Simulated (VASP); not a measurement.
# BC7 (P1) in VASP: further runs

Runs on BC7. Level: RPBE+D4. Tasks: single point.

Everything below comes from runs of VASP 6.6.1. Logs are shortened: lines on timing, memory, paths and dates and some standing lists are left out, and cuts for length are marked.

**1. The cell of the first run**

The typed cell holds 8 atoms: a = 3.562 Å, b = 3.618 Å, c = 3.655 Å, α = 91.55°, β = 90.04°, γ = 91.05°.

**2. Single point, RPBE+D4**

Input file INCAR:

```
SYSTEM = BC7
PREC     = Accurate       ! precision mode
ENCUT    = 520            ! plane-wave cutoff, eV
EDIFF    = 1E-6           ! SCF threshold, eV
ISMEAR   = -1             ! smearing method
SIGMA    = 0.01           ! smearing width, eV
LREAL    = .FALSE.        ! projectors in reciprocal space
LASPH    = .TRUE.         ! aspherical terms in the spheres
NELM     = 100            ! most SCF steps
ALGO     = Normal         ! electronic algorithm
ISIF     = 2              ! what is computed and relaxed
LWAVE    = .FALSE.        ! write WAVECAR
LCHARG   = .FALSE.        ! write CHGCAR
GGA      = RP             ! functional
IVDW     = 13             ! dispersion correction
NBANDS   = 26             ! bands
```

Input file KPOINTS:

```
regular mesh
0
G
  3 3 3
  0 0 0
```

Input file POSCAR:

```
BC7
1.0
    3.5614900000     -0.0328300000     -0.0015500000
   -0.0328300000      3.6171200000     -0.0492900000
   -0.0015500000     -0.0492900000      3.6551400000
B C
1 7
Direct
    0.9954600000      0.9995700000      0.9936700000
    0.9980600000      0.5015100000      0.5022900000
    0.5003200000      0.5020700000      0.0003900000
    0.4994400000      0.9979000000      0.4949000000
    0.7424600000      0.7547400000      0.2530300000
    0.7562100000      0.2487100000      0.7437600000
    0.2545800000      0.7489500000      0.7511700000
    0.2431300000      0.2635800000      0.2583100000
```

Potentials or basis: VASP PAW PBE potentials, release 64 (B, C).

On the command line:

```
$ cat potpaw_PBE.64/B/POTCAR potpaw_PBE.64/C/POTCAR > POTCAR
$ mpirun -np 1 vasp_std > vasp.out
```

OUTCAR:

```text
SYSTEM = BC7
   PREC = Accurate
   ENCUT = 520
   EDIFF = 1E-6
   ISMEAR = -1
   LREAL = .FALSE.
   LASPH = .TRUE.
   NELM = 100
   ISIF = 2
   GGA = RP
   IVDW = 13

 ion  position               nearest neighbor table
   1  0.995  1.000  0.994-   6 1.56   7 1.56   5 1.59   8 1.59
   2  0.998  0.502  0.502-   8 1.51   6 1.54   7 1.55   5 1.60
   3  0.500  0.502  0.000-   5 1.54   7 1.57   8 1.58   6 1.59
   4  0.499  0.998  0.495-   5 1.51   6 1.55   7 1.57   8 1.61
   5  0.742  0.755  0.253-   4 1.51   3 1.54   1 1.59   2 1.60
   6  0.756  0.249  0.744-   2 1.54   4 1.55   1 1.56   3 1.59
   7  0.255  0.749  0.751-   2 1.55   1 1.56   3 1.57   4 1.57
   8  0.243  0.264  0.258-   2 1.51   3 1.58   1 1.59   4 1.61

  LATTYP: Found a triclinic cell.
 ALAT       =     5.0300259349
 B/A-ratio  =     0.7080761997
 C/A-ratio  =     0.7267303791
 COS(alpha) =     0.0007348668
 COS(beta)  =     0.0200121797
 COS(gamma) =     0.6949254659

  Lattice vectors:

 A1 = (   3.5286600000,   3.5842900000,  -0.0508400000)
 A2 = (   3.5614900000,  -0.0328300000,  -0.0015500000)
 A3 = (   0.0015500000,   0.0492900000,  -3.6551400000)

Analysis of symmetry for initial positions (statically):
=====================================================================
 Subroutine PRICEL returns:
 Original cell was already a primitive cell.

 Routine SETGRP: Setting up the symmetry group for a
 triclinic supercell.

 Subroutine GETGRP returns: Found  1 space group operations
 (whereof  1 operations were pure point group operations)
 out of a pool of  2 trial point group operations.

The static configuration has the point symmetry C_1 .

Analysis of symmetry for dynamics (positions and initial velocities):
=====================================================================
 Subroutine PRICEL returns:
 Original cell was already a primitive cell.

 Routine SETGRP: Setting up the symmetry group for a
 triclinic supercell.

 Subroutine GETGRP returns: Found  1 space group operations
 (whereof  1 operations were pure point group operations)
 out of a pool of  2 trial point group operations.

The dynamic configuration has the point symmetry C_1 .

 Subroutine INISYM returns: Found  1 space group operations
 (whereof  1 operations are pure point group operations),
 and found     1 'primitive' translations

----------------------------------------------------------------------------------------

                                     Primitive cell

  volume of cell :      47.0741

  direct lattice vectors                    reciprocal lattice vectors
     3.561490000 -0.032830000 -0.001550000     0.280804938  0.002550756  0.000153475
    -0.032830000  3.617120000 -0.049290000     0.002550756  0.276537025  0.003730217
    -0.001550000 -0.049290000  3.655140000     0.000153475  0.003730217  0.273637699

  length of vectors
     3.561641648  3.617604789  3.655472654     0.280816565  0.276573945  0.273663166

  position of ions in fractional coordinates (direct lattice)
     0.995460000  0.999570000  0.993670000
     0.998060000  0.501510000  0.502290000
     0.500320000  0.502070000  0.000390000
     0.499440000  0.997900000  0.494900000
     0.742460000  0.754740000  0.253030000
     0.756210000  0.248710000  0.743760000
     0.254580000  0.748950000  0.751170000
     0.243130000  0.263580000  0.258310000

  ion indices of the primitive-cell ions
   primitive index   ion index
                 1           1
                 2           2
                 3           3
                 4           4
                 5           5
                 6           6
                 7           7
                 8           8

----------------------------------------------------------------------------------------

 KPOINTS: regular mesh

Automatic generation of k-mesh.
 Grid dimensions read from file:
 generate k-points for:    3    3    3

 Generating k-lattice:

  Cartesian coordinates                     Fractional coordinates (reciprocal lattice)
     0.093601646  0.000850252  0.000051158     0.333333333  0.000000000  0.000000000
     0.000850252  0.092179008  0.001243406     0.000000000  0.333333333  0.000000000
     0.000051158  0.001243406  0.091212566    -0.000000000  0.000000000  0.333333333

  Length of vectors
     0.093605522  0.092191315  0.091221055

  Shift w.r.t. Gamma in fractional coordinates (k-lattice)
     0.000000000  0.000000000  0.000000000

 Subroutine IBZKPT returns following result:
 ===========================================

 Found     14 irreducible k-points:

 Following reciprocal coordinates:
            Coordinates               Weight
  0.000000  0.000000  0.000000      1.000000
  0.333333  0.000000  0.000000      2.000000
  0.000000  0.333333  0.000000      2.000000
  0.333333  0.333333  0.000000      2.000000
 -0.333333  0.333333  0.000000      2.000000
  0.000000  0.000000  0.333333      2.000000
  0.333333  0.000000  0.333333      2.000000
 -0.333333  0.000000  0.333333      2.000000
  0.000000  0.333333  0.333333      2.000000
  0.333333  0.333333  0.333333      2.000000
 -0.333333  0.333333  0.333333      2.000000
 -0.000000 -0.333333  0.333333      2.000000
  0.333333 -0.333333  0.333333      2.000000
 -0.333333 -0.333333  0.333333      2.000000
   k-points           NKPTS =     14   k-points in BZ     NKDIM =     14   number of bands    NBANDS=     26
   number of dos      NEDOS =    301   number of ions     NIONS =      8
   total plane-waves  NPLWV =  21952
   dimension x,y,z NGX =    28 NGY =   28 NGZ =   28
   dimension x,y,z NGXF=    56 NGYF=   56 NGZF=   56
   ions per type =               1   7
   NGX,Y,Z   is equivalent  to a cutoff of  13.07, 12.87, 12.73 a.u.
   NGXF,Y,Z  is equivalent  to a cutoff of  26.14, 25.73, 25.47 a.u.
 SYSTEM =  BC7
   PREC   = accura    normal or accurate (medium, high low for compatibility)
   ISTART =      0    job   : 0-new  1-cont  2-samecut
   ICHARG =      2    charge: 1-file 2-atom 10-const
   ISPIN  =      1    spin polarized calculation?
   LNONCOLLINEAR =      F non collinear calculations
   LSORBIT =      F    spin-orbit coupling
   LASPH  =      T    aspherical Exc in radial PAW
   ENCUT  =  520.0 eV  38.22 Ry    6.18 a.u.   6.62  6.73  6.80*2*pi/ulx,y,z
   NELM   =    100;   NELMIN=  2; NELMDL= -5     # of ELM steps
   EDIFF  = 0.1E-05   stopping-criterion for ELM
   LREAL  =      F    real-space projection
   EDIFFG = 0.1E-04   stopping-criterion for IOM
   NSW    =      0    number of steps for IOM
   IBRION =     -1    ionic relax: 0-MD 1-quasi-New 2-CG
   NFREE  =      0    steps in history (QN), initial steepest desc. (CG)
   ISIF   =      2    stress and relaxation
   ISYM   =      2    0-nonsym 1-usesym 2-fastsym
   POTIM  = 0.5000    time-step for ionic-motion
   TEBEG  =    0.0;   TEEND  =   0.0 temperature during run
   PSTRESS=    0.0 pullay stress
   NELECT =      31.0000    total number of electrons
   NUPDOWN=      -1.0000    fix difference up-down
   EMIN   =  10.00;   EMAX   =-10.00  energy-range for DOS
   EFERMI =   0.00;   METHOD = LEGACY
   ISMEAR =    -1;   SIGMA  =   0.01  broadening in eV -4-tet -1-fermi 0-gaus
   EFERMI_NEDOS =   21; number of points for ismear=-14 and -15
   IALGO  =     38    algorithm
   IMIX   =      4    mixing-type and parameters
     AMIX     =   0.40;   BMIX     =  1.00
     AMIX_MAG =   1.60;   BMIX_MAG =  1.00
  volume/ion in A,a.u.               =       5.88        39.71
  Fermi-wavevector in a.u.,A,eV,Ry     =   1.424299  2.691535 27.601167  2.028629
  Thomas-Fermi vector in A             =   2.544805
   LORBIT       =      0    0 simple, 1 ext, 2 COOP (PROOUT), +10 PAW based schemes
   GGA     = RP    functional components
   LHFCALC =     F    Hartree Fock is set to
   AEXX    =    0.0000 exact exchange contribution
   IVDW    =    13    specifies the selected vdW correction
   LEPSILON=     F    determine dielectric tensor
   LRPA    =     F    only Hartree local field effects (RPA)
 non-spin polarized calculation
  energy-cutoff  :      520.00
  volume of cell :       47.07
 maximum number of plane-waves:      1279
 NGX is ok and might be reduce to    28
   NGX = 13   NGY = 13   NGZ = 13

 number of electron      30.9999998 magnetization

 Free energy of the ion-electron system (eV)
  ---------------------------------------------------
  ext. energy  EPLUGINS =         0.00000000
  ---------------------------------------------------
  free energy    TOTEN  =       -65.27488272 eV

  energy without entropy =      -65.27389566  energy(sigma->0) =      -65.27438919

 E-fermi :   8.1936     XC(G=0): -12.9437

 val. band max:        8.1809317603   @ k =   0.3333  -0.3333   0.3333
 cond. band min:       8.2808585199   @ k =   0.3333   0.0000   0.3333
 fundamental gap:      0.0999267596
 Fermi energy:         8.1936316388

 k-point     1 :       0.0000    0.0000    0.0000
  band No.  band energies     occupation
      1     -11.6506      2.00000
      2      -3.8756      2.00000
      3      -3.7768      2.00000
      4      -3.4437      2.00000
      5      -3.2481      2.00000
      6      -2.9729      2.00000
[... 18 lines left out ...]
     25      15.8077      0.00000
     26      23.2957      0.00000

 k-point     2 :       0.3333    0.0000    0.0000
  band No.  band energies     occupation
      1     -10.6646      2.00000
      2      -7.6315      2.00000
      3      -3.2677      2.00000
      4      -2.9377      2.00000
      5      -2.8082      2.00000
      6      -1.0908      2.00000
[... 18 lines left out ...]
     25      18.9381      0.00000
[... 318 lines left out ...]
     25      19.9308      0.00000
     26      20.3940      0.00000

 k-point    14 :      -0.3333   -0.3333    0.3333
  band No.  band energies     occupation
      1      -8.8655      2.00000
      2      -6.6486      2.00000
      3      -6.2805      2.00000
      4      -4.9982      2.00000
      5      -2.5705      2.00000
      6      -2.3465      2.00000
[... 18 lines left out ...]
     25      20.1174      0.00000
     26      20.4057      0.00000

------------------------ aborting loop because EDIFF is reached ----------------------------------------

  DFT-D4 for vdW energy calculation

  Edisp (eV):   -4.26852

  FORCE on cell =-STRESS in cart. coord.  units (eV):
  Direction    XX          YY          ZZ          XY          YZ          ZX
  --------------------------------------------------------------------------------------
  -------------------------------------------------------------------------------------
  Total       0.99858    -0.68464    -2.72311     2.33388     3.73134     0.01789
  in kB      33.98696   -23.30176   -92.68166    79.43406   126.99682     0.60891
  external pressure =      -27.33 kB  Pullay stress =        0.00 kB

 VOLUME and BASIS-vectors are now :
 -----------------------------------------------------------------------------
  energy-cutoff  :      520.00
  volume of cell :       47.07
      direct lattice vectors                 reciprocal lattice vectors
     3.561490000 -0.032830000 -0.001550000     0.280804938  0.002550756  0.000153475
    -0.032830000  3.617120000 -0.049290000     0.002550756  0.276537025  0.003730217
    -0.001550000 -0.049290000  3.655140000     0.000153475  0.003730217  0.273637699

 POSITION                                       TOTAL-FORCE (eV/Angst)
 -----------------------------------------------------------------------------------
      3.51096      3.53391      3.58119         0.128893      0.374348      0.821438
      3.53734      1.75650      1.80967        -0.451248      0.432474     -0.049077
      1.76540      1.79960     -0.02410        -0.396308     -0.176939     -0.103839
      1.74522      3.56873      1.75897        -0.585240      0.844488      0.760619
      2.61909      2.69314      0.88651         0.465070     -1.256539      0.280260
      2.68392      0.83813      2.70512        -1.453282      1.132850     -0.266222
      0.88093      2.66366      2.70832         0.628882     -0.567099     -0.951503
      0.85685      0.93269      0.93079         1.663232     -0.783583     -0.491675
 -----------------------------------------------------------------------------------
    total drift:                               -0.000031     -0.000040      0.000042

  FREE ENERGIE OF THE ION-ELECTRON SYSTEM (eV)
  ---------------------------------------------------
  free  energy   TOTEN  =       -69.5433992287 eV

  energy  without entropy=      -69.5424121754  energy(sigma->0) =      -69.54290570
```

It took 31 s on 1 thread of Intel Xeon 8259CL, shared host; peak memory 0.12 GiB.

Results:

| Quantity | Value |
| --- | --- |
| Free energy | -69.5434 eV |
| Pressure | -2.7 GPa |
| Largest force | 1.903 eV/Å |
| Dispersion energy per atom | -0.534 eV |

Forces on the atoms (eV/Å):
```
B    0.129  0.374  0.821
C   -0.451  0.432 -0.049
C   -0.396 -0.177 -0.104
C   -0.585  0.844  0.761
C    0.465 -1.257  0.280
C   -1.453  1.133 -0.266
C    0.629 -0.567 -0.952
C    1.663 -0.784 -0.492
```

Stress tensor (GPa, compression positive):
```
 3.40  7.94  0.06
 7.94 -2.33 12.70
 0.06 12.70 -9.27
```

Caveat: the k points lie up to 0.59 Å⁻¹ apart; the PAW data sets were made with another functional, which shifts forces and pressure a little; pairwise dispersion overbinds metals, which lowers pressure and volume.

(Part 1 of 2 ends here.)
